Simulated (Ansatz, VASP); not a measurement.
# Two plane-wave programs on AlCu3

```
CELL_PARAMETERS angstrom
0.00000 2.83166 2.83166
2.83166 0.00000 2.83166
2.83166 2.83166 0.00000
ATOMIC_POSITIONS crystal
Al 0.00000 0.00000 0.00000
Cu 0.50000 0.50000 0.50000
Cu 0.25000 0.25000 0.25000
Cu 0.75000 0.75000 0.75000
```

Alike in both runs: task single point; functional r2SCAN; k mesh 12 × 12 × 12; occupations gaussian, width 0.1 eV; no spin polarisation.

```csv
,VASP,Ansatz
version,VASP 6.6.1,Ansatz 0.2.0
potentials or method,"VASP PAW PBE potentials, release 64 (Al, Cu), cutoff 520 eV","scalar-relativistic, plane waves, PAW"
valence electrons in the cell,36,60
```

|  | VASP | Ansatz | Ansatz less VASP |
| --- | --- | --- | --- |
| gap on the k mesh at the Fermi level (eV) | none | none | - |
| pressure (GPa) | 11.0 | 10.8 | -0.17 |

VASP's potentials were made for PBE, not for r2SCAN. A gap of «none» marks a metal or a gap that the smearing closes. The functional is the same, so the differences come from potentials, cutoffs and numerics. VASP's potentials hold 36 valence electrons a cell and Ansatz's 60, so a difference there can come from the potentials and not from the codes.
